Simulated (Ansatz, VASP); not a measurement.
**One calculation of AlSn, two programs**

```
CELL_PARAMETERS angstrom
0.00000 3.58901 3.58901
3.58901 0.00000 3.58901
3.58901 3.58901 0.00000
ATOMIC_POSITIONS crystal
Al 0.50000 0.50000 0.50000
Al 0.75000 0.75000 0.75000
Sn 0.25000 0.25000 0.25000
Sn 0.00000 0.00000 0.00000
```

Alike in both runs: functional PBE; k mesh 12 × 12 × 12; occupations gaussian, width 0.1 eV; no spin polarisation.

Ansatz relaxed the structure, and its values are those at the end. VASP's run is a single point on that final structure, the one shown.

|  | VASP | Ansatz |
| --- | --- | --- |
| version | VASP 6.6.1 | Ansatz 0.2.0 |
| potentials or method | VASP PAW PBE potentials, release 64 (Al, Sn_d), cutoff 520 eV | scalar-relativistic, plane waves, PAW |
| valence electrons in the cell | 34 | 34 |

|  | VASP | Ansatz | Ansatz less VASP |
| --- | --- | --- | --- |
| gap on the k mesh at the Fermi level (eV) | none | none | - |
| pressure (GPa) | -0.1 | 0.0 | +0.06 |

A gap of «none» marks a metal or a gap that the smearing closes. With one functional, cell and mesh, what is left measures potentials, basis and numerics.
